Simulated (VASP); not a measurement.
Write the native input for VASP 6.6.1 that does the following.

```yaml
Task: single point
Functional: PBE
Potentials_or_basis: VASP PAW PBE potentials, release 64 (In_d, Se)
Cutoff: 520 eV
k_mesh: 7 × 7 × 6
Occupations: fermi-dirac, width 0.02 eV
Spin: no spin polarisation
Dipole_correction: no
Further_INCAR_settings: ALGO = Normal; EDIFF = 1e-06; NBANDS = 27
```

The structure of InSe lies in POSCAR:

```
InSe
1.0
    5.8679026766     -2.0550000000      0.0000000000
    5.8679026766      2.0550000000      0.0000000000
   -1.5994156962      0.0000000000      4.3236564064
In Se
2 2
Direct
    0.8840000000      0.8840000000      0.0050000000
    0.1160000000      0.1160000000      0.9950000000
    0.6600000000      0.6600000000      0.6420000000
    0.3400000000      0.3400000000      0.3580000000
```

One way to write it, as run:

INCAR

```
PREC = Accurate ; ENCUT = 520
EDIFF = 1E-6 ; ISMEAR = -1
SIGMA = 0.02 ; LREAL = F
LASPH = T ; NELM = 100
ALGO = Normal ; ISIF = 2
LWAVE = F ; LCHARG = F
GGA = PE ; NBANDS = 27
```

KPOINTS

```
Automatic mesh
0
Gamma
  7 7 6
```

Potentials or basis: VASP PAW PBE potentials, release 64 (In_d, Se).

Launch:

```console
$ cat potpaw_PBE.64/In_d/POTCAR potpaw_PBE.64/Se/POTCAR > POTCAR
$ mpirun -np 1 vasp_std > vasp.out
```

It gave:

```yaml
Pressure: 3.0 GPa
Largest_force: 0.781 eV/Å
Band_gap_on_the_k_mesh: 0.94 eV, indirect (least direct gap 1.35 eV)
```

Caveat: spin-orbit coupling is left out, which moves the levels of the heavy elements.

Wall time 3.6 min on 1 thread of Intel(R) Xeon(R) Platinum 8124M CPU @ 3.00GHz (Skylake/Cascade Lake), on a shared host, peak memory 0.41 GiB.
